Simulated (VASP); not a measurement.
MoP3:

```xyz
4
Lattice="4.0190 0.0000 0.0000 0.0000 4.0190 0.0000 0.0000 0.0000 4.0190" Properties=species:S:1:pos:R:3 pbc="T T T"
Mo    0.0000    0.0000    0.0000
P     0.0000    2.0095    2.0095
P     2.0095    0.0000    2.0095
P     2.0095    2.0095    0.0000
```

| Quantity | Value |
| --- | --- |
| Program | VASP 6.6.1 |
| Task | relaxation of cell and atoms |
| Functional | PBE |
| Potentials or basis | VASP PAW PBE potentials, release 64 (Mo_sv, P) |
| Cutoff | 600 eV |
| k mesh | 4 × 4 × 4 |
| Occupations | gaussian, width 0.1 eV |
| Spin | no spin polarisation |

At the start: pressure -12.4 GPa; volume 16.23 Å³/atom.

Task: Where does the relaxation end?

Result: Over 3 steps the energy falls by 78.6 meV/atom and the volume is 14.39 Å³/atom (-11.3 %); space group Pm-3m (No. 221, to 0.05 Å).

The path:
```tsv
step	energy change (eV)	largest force (eV/Å)	pressure (GPa)	volume (Å³)
1	0.0000	0.0000	-12.42	64.92
2	-0.2069	0.0000	9.52	53.80
3	-0.3145	0.0000	0.06	57.56
```

Final structure:
```xyz
4
Lattice="3.8610 0.0000 0.0000 0.0000 3.8610 0.0000 0.0000 0.0000 3.8610" Properties=species:S:1:pos:R:3 pbc="T T T"
Mo    0.0000    0.0000    0.0000
P     0.0000    1.9305    1.9305
P     1.9305    0.0000    1.9305
P     1.9305    1.9305    0.0000
```

Caveat: the k points lie up to 0.41 Å⁻¹ apart in the final cell.
